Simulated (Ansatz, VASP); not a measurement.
ZnS in VASP and in Ansatz

File POSCAR:

```
ZnS
1.0
    0.0000000000      2.5964640000      2.5964640000
    2.5964640000      0.0000000000      2.5964640000
    2.5964640000      2.5964640000      0.0000000000
Zn S
1 1
Direct
    0.0000000000      0.0000000000      0.0000000000
    0.7500000000      0.7500000000      0.7500000000
```

File INCAR.step1:

```
SYSTEM = ZnS
ALGO = Normal
EDIFF = 1E-4
ENCUT = 520
GGA = PE
ISMEAR = 0
LASPH = .True.
LCHARG = .False.
LREAL = .False.
LWAVE = .True.
NBANDS = 16
NELM = 80
PREC = Accurate
SIGMA = 0.05
```

INCAR.step2

```
SYSTEM = ZnS
ALGO = Normal
EDIFF = 1E-7
ENCUT = 520
ISIF = 2
ISMEAR = 0
ISTART = 1
LASPH = .True.
LCHARG = .False.
LMIXTAU = .True.
LREAL = .False.
LWAVE = .False.
METAGGA = R2SCAN
NBANDS = 16
NELM = 80
PREC = Accurate
SIGMA = 0.05
```

KPOINTS

```
k-points
0
Gamma
  8 8 8
  0 0 0
```

Input for Ansatz:

```yaml
crystal:
  lattice:
    - [0.0, 2.596464, 2.596464]
    - [2.596464, 0.0, 2.596464]
    - [2.596464, 2.596464, 0.0]
  atoms:
    - { symbol: Zn, position: [0.0, 0.0, 0.0] }
    - { symbol: S, position: [0.75, 0.75, 0.75] }
basis:
  ecutwfc: 500
kpoints:
  mp_grid: { grid: [8, 8, 8] }
hamiltonian:
  xc: r2scan
scf:
  occupations: { method: gaussian, width: 0.05 }
output:
  forces: true
  stress: true
  eigenvalues: true
```

Change from the starting cell: strain -0.040 along x and y, -0.040 along z, atoms carried along.

Alike in both runs: task single point; functional r2SCAN; k mesh 8 × 8 × 8; occupations gaussian, width 0.05 eV; no spin polarisation.

```csv
,VASP,Ansatz
version,VASP 6.6.1,Ansatz 0.2.0
potentials or method,"VASP PAW PBE potentials, release 64 (Zn, S), cutoff 520 eV","scalar-relativistic, plane waves, PAW"
valence electrons in the cell,18,18
```

Ansatz gave:

```
gap on the k mesh at the Fermi level (eV) : 3.23
least direct gap on the mesh (eV)         : 3.23
pressure (GPa)                            : 11.1
```

Which values does VASP return?

gap on the k mesh at the Fermi level (eV): 3.25; least direct gap on the mesh (eV): 3.25; pressure (GPa): 11.2.

VASP's potentials were made for PBE, not for r2SCAN. The functional is the same, so the differences come from potentials, cutoffs and numerics.
